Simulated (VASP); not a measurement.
Write the native input for VASP 6.6.1 that does the following.

```
Task                   : single point
Functional             : r2SCAN
Potentials or basis    : VASP PAW PBE potentials, release 64 (Al, Pt)
Cutoff                 : 550 eV
k mesh                 : 12 × 12 × 12
Occupations            : gaussian, width 0.1 eV
Spin                   : no spin polarisation
Dipole correction      : no
Further INCAR settings : ALGO = Normal; EDIFF = 1e-06; NBANDS = 15
```

The system is Al2Pt.

```
CELL_PARAMETERS angstrom
0.00000 2.95237 2.95237
2.95237 0.00000 2.95237
2.95237 2.95237 0.00000
ATOMIC_POSITIONS crystal
Al 0.25000 0.25000 0.25000
Al 0.75000 0.75000 0.75000
Pt 0.00000 0.00000 0.00000
```

These files were run (other wordings do the same):

POSCAR

```
Al2Pt
1.0
    0.0000000000      2.9523658547      2.9523658547
    2.9523658547      0.0000000000      2.9523658547
    2.9523658547      2.9523658547      0.0000000000
Al Pt
2 1
Direct
    0.2500000000      0.2500000000      0.2500000000
    0.7500000000      0.7500000000      0.7500000000
    0.0000000000      0.0000000000      0.0000000000
```

INCAR.step1

```
PREC = Accurate ; ENCUT = 550
ISMEAR = 0 ; SIGMA = 0.1
LREAL = False ; LASPH = True
NELM = 120 ; NBANDS = 15
GGA = PE ; ALGO = Normal
EDIFF = 1E-5 ; LWAVE = True
LCHARG = False ; GGA_COMPAT = False
```

INCAR.step2

```
PREC = Accurate ; ENCUT = 550
EDIFF = 1E-6 ; ISMEAR = 0
SIGMA = 0.1 ; LREAL = False
LASPH = True ; NELM = 120
ALGO = Normal ; ISIF = 2
LWAVE = False ; LCHARG = False
METAGGA = R2SCAN ; LMIXTAU = True
NBANDS = 15 ; ISTART = 1
GGA_COMPAT = False
```

KPOINTS

```
Automatic mesh
0
Gamma
  12 12 12
```

Potentials or basis: VASP PAW PBE potentials, release 64 (Al, Pt).

The run is started by

```bash
$ cat potpaw_PBE.64/Al/POTCAR potpaw_PBE.64/Pt/POTCAR > POTCAR
$ cp INCAR.step1 INCAR
$ mpirun -np 1 vasp_std > vasp.out
$ cp INCAR.step2 INCAR
$ mpirun -np 1 vasp_std > vasp.out
```

It gave:

- Pressure: -0.3 GPa
- Band gap on the k mesh: zero (bands 8 and 9 overlap by 5.69 eV)

Caveat: the PAW data sets were made with another functional, which shifts forces and pressure a little; spin-orbit coupling is left out, which moves the levels of the heavy elements.

It took 62 s on 1 thread of Intel(R) Xeon(R) 6975P-C (Granite Rapids) (shared host), peak memory 0.22 GiB.
